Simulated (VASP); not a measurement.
A run of VASP 6.6.1 is set up as follows.

The input INCAR:

```
SYSTEM = N
ALGO = Normal ; EDIFF = 1E-6
ENCUT = 520 ; GGA = PE
ISIF = 2 ; ISMEAR = -1
IVDW = 12 ; LASPH = .TRUE.
LCHARG = .FALSE. ; LREAL = Auto
LWAVE = .FALSE. ; NBANDS = 54
NELM = 80 ; PREC = Accurate
SIGMA = 0.02
```

Contents of KPOINTS:

```
k-points
0
G
  1 1 1
  0 0 0
```

File POSCAR:

```
N
1.0
    7.9916580000      0.0000000000      0.0000000000
    0.0000000000      7.9916580000      0.0000000000
    0.0000000000      0.0000000000      7.9916580000
N
16
Direct
    0.4487053875      0.8378736928      0.9693232618
    0.4388826449      0.9796215003      0.9569728835
    1.0293858921      0.0480626173      0.0669448067
    0.9050437344      0.0721877738      0.0336225599
    0.3870035479      0.3220358028      0.3040295268
    0.4338273735      0.3397042266      0.1708781832
    0.6983657209      0.2436415572      0.7935900160
    0.8142490582      0.2010721680      0.7235920256
    0.8014231840      0.1151700936      0.3838377468
    0.7975316261     -0.0142148225      0.3486885950
    1.0080761714      0.4744947794      0.2189658266
    0.8663909291      0.4721298134      0.2227197410
    0.3052182663      0.3364508341      0.6447347972
    0.2180273480      0.3488262386      0.7517588966
    0.3012891693      0.6640549433      0.3441838978
    0.4462278040      0.6827118978      0.3336228853
```

Potentials or basis: VASP PAW PBE potentials, release 64 (N).

Command:

```console
$ cat potpaw_PBE.64/N/POTCAR > POTCAR
$ mpirun -np 1 vasp_gam > vasp.out
```

(1) Predict the dispersion energy per atom.

(2) Predict the largest force.

(3) Predict the pressure.

## Answers

(1) -0.040 eV.

(2) 13.022 eV/Å.

(3) 0.4 GPa.

Caveat: the k points lie up to 0.79 Å⁻¹ apart; the standard files for N, O and F lose accuracy on very short bonds.
